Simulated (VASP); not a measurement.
Set up this calculation in VASP 6.6.1, as the native input.

```yaml
Task: single point
Functional: PBE
Potentials_or_basis: VASP PAW PBE potentials, release 64 (Sc_sv, Ga_d, S, I)
Cutoff: 500 eV
k_mesh: 4 × 4 × 4
Occupations: gaussian, width 0.1 eV
Spin: collinear spin
Starting_moments: "[1.0, 0.0, 0.0, 0.0, 0.0] μB"
Dipole_correction: no
Further_INCAR_settings: ALGO = Normal; EDIFF = 1e-06; NBANDS = 34
```

The structure of ScGaSI2 lies in POSCAR:

```
ScGaSI2
1.0
    5.6192479992      0.0000000000      0.0000000000
    0.0000000000      5.6192479992      0.0000000000
    0.0000000000      0.0000000000      4.6434489838
Sc Ga S I
1 1 1 2
Direct
    0.5000000000      0.5000000000      0.5000000000
    0.0000000000      0.0000000000      0.0000000000
    0.0000000000      0.0000000000      0.5000000000
    0.5000000000      0.0000000000      0.0000000000
    0.0000000000      0.5000000000      0.0000000000
```

These files were run (other wordings do the same):

INCAR

```
SYSTEM = ScGaSI2
PREC = Accurate ; ENCUT = 500
EDIFF = 1E-6 ; ISMEAR = 0
SIGMA = 0.1 ; LREAL = .FALSE.
LASPH = .TRUE. ; NELM = 200
ALGO = Normal ; ISIF = 2
LWAVE = .FALSE. ; LCHARG = .TRUE.
ISPIN = 2 ; MAGMOM = 1 0 0 0 0
LORBIT = 11 ; LMAXMIX = 4
GGA = PE ; LELF = .TRUE.
LVHAR = .TRUE. ; NBANDS = 34
GGA_COMPAT = .FALSE.
```

KPOINTS

```
regular mesh
0
G
  4 4 4
  0 0 0
```

Potentials or basis: VASP PAW PBE potentials, release 64 (Sc_sv, Ga_d, S, I).

Run with:

```bash
$ cat potpaw_PBE.64/Sc_sv/POTCAR potpaw_PBE.64/Ga_d/POTCAR potpaw_PBE.64/S/POTCAR potpaw_PBE.64/I/POTCAR > POTCAR
$ mpirun -np 1 vasp_std > vasp.out
```

Results of the run:

| Property | Result |
| --- | --- |
| Pressure | 0.6 GPa |
| Net moment | 0.97 μB per cell |
| Site moments | Sc +0.80; Ga -0.01; S -0.04; I -0.01 μB |
| Valence electrons inside the program's atomic spheres | Sc 9.09; Ga 11.61; S 3.71; I 4.30 |

Run time: 3.3 min on 1 thread of Intel(R) Xeon(R) Platinum 8488C (Sapphire Rapids), on a shared host, peak memory 0.37 GiB.
